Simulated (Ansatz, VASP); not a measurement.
**Tl in VASP and in Ansatz**

The input INCAR:

```
  PREC = Accurate
  ENCUT = 500
  EDIFF = 1E-6
  ISMEAR = 0
  SIGMA = 0.1
  LREAL = False
  LASPH = True
  NELM = 200
  ALGO = Normal
  ISIF = 2
  LWAVE = False
  LCHARG = False
  ISPIN = 2
  MAGMOM = 1
  LORBIT = 11
  GGA = PE
  NBANDS = 16
  GGA_COMPAT = False
```

The input KPOINTS:

```
Automatic mesh
0
Gamma
  6 6 6
```

Contents of POSCAR:

```
Tl
1.0
   -1.9410000000      1.9410000000      1.9410000000
    1.9410000000     -1.9410000000      1.9410000000
    1.9410000000      1.9410000000     -1.9410000000
Tl
1
Direct
    0.0000000000      0.0000000000      0.0000000000
```

Input for Ansatz:

```yaml
crystal:
  lattice:
    - [-1.941, 1.941, 1.941]
    - [1.941, -1.941, 1.941]
    - [1.941, 1.941, -1.941]
  atoms:
    - { symbol: Tl, position: [0.0, 0.0, 0.0], spin: 1.0 }
basis:
  ecutwfc: 420
kpoints:
  mp_grid: { grid: [6, 6, 6] }
hamiltonian:
  xc: pbe
scf:
  occupations: { method: gaussian, width: 0.1 }
  lower_state_search: "off"
output:
  forces: true
  stress: true
  eigenvalues: true
  populations: true
magnetization:
  spin_polarized: true
```

Alike in both runs: task single point; functional PBE; k mesh 6 × 6 × 6; occupations gaussian, width 0.1 eV; collinear spin.

|  | VASP | Ansatz |
| --- | --- | --- |
| version | VASP 6.6.1 | Ansatz 0.2.0 |
| potentials or method | VASP PAW PBE potentials, release 64 (Tl_d), cutoff 500 eV | scalar-relativistic, plane waves, PAW |
| valence electrons in the cell | 13 | 13 |

|  | VASP | Ansatz | Ansatz less VASP |
| --- | --- | --- | --- |
| gap on the k mesh at the Fermi level (eV) | none | none | - |
| pressure (GPa) | 2.3 | 2.4 | +0.05 |
| net moment per atom (μB) | 0.00 | 0.00 | 0.000 |

A gap of «none» marks a metal or a gap that the smearing closes. With one functional, cell and mesh, what is left measures potentials, basis and numerics. Ansatz's warnings: seeded moment not kept.

The k mesh is coarse, so the values compare programs but aren't converged. Spin-orbit coupling is off throughout.
